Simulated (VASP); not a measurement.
The system is SrO.

```
CELL_PARAMETERS angstrom
0.00000 2.51391 2.51391
2.51391 0.00000 2.51391
2.51391 2.51391 0.00000
ATOMIC_POSITIONS crystal
Sr 0.50000 0.50000 0.50000
O 0.00000 0.00000 0.00000
```

This cell differs from its parent crystal: volume scaled by 0.94.

Base run:

```yaml
Program: VASP 6.6.1
Functional: PBE
Potentials_or_basis: VASP PAW PBE potentials, release 64 (Sr_sv, O)
Cutoff: 520 eV
k_mesh: 9 × 9 × 9
Occupations: fermi-dirac, width 0.05 eV
Spin: no spin polarisation
```

Its results: band gap on the k mesh 3.28 eV, indirect (least direct gap 3.32 eV); pressure 11.1 GPa.

The run is repeated on the same cell with these changes: functional from PBE to RPBE. What comes out?

Band gap on the k mesh 3.39 eV, indirect (least direct gap 3.44 eV); pressure 14.5 GPa.

RPBE binds less tightly than PBE, so the same cell stands under more pressure.

Caveats: the PAW data sets were made with another functional, which shifts forces and pressure a little (some runs).

A k mesh can miss the band edges.
